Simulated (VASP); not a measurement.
A run of VASP 6.6.1 is set up as follows.

The input INCAR:

```
PREC = Accurate ; ENCUT = 520
EDIFF = 1E-6 ; ISMEAR = -1
SIGMA = 0.05 ; LREAL = False
LASPH = True ; NELM = 100
ALGO = Normal ; ISIF = 2
LWAVE = False ; LCHARG = False
GGA = PE ; NBANDS = 11
```

KPOINTS

```
regular mesh
0
Gamma
  18 18 18
```

Contents of POSCAR:

```
Pt
1.0
   -1.5814887546      1.5814887546      1.5814887546
    1.5814887546     -1.5814887546      1.5814887546
    1.5814887546      1.5814887546     -1.5814887546
Pt
1
Direct
    0.0000000000      0.0000000000      0.0000000000
```

Potentials or basis: VASP PAW PBE potentials, release 64 (Pt).

Run with:

```sh
$ cat potpaw_PBE.64/Pt/POTCAR > POTCAR
$ mpirun -np 1 vasp_std > vasp.out
```

(1) Estimate the band gap on the k mesh.

(2) What does it give for the pressure?

Results:

(1) zero (band 5 reaches 11.20 eV, above the bottom of band 6 at 9.05 eV).

(2) -0.5 GPa.

Caveat: spin-orbit coupling is left out, which moves the levels of the heavy elements.
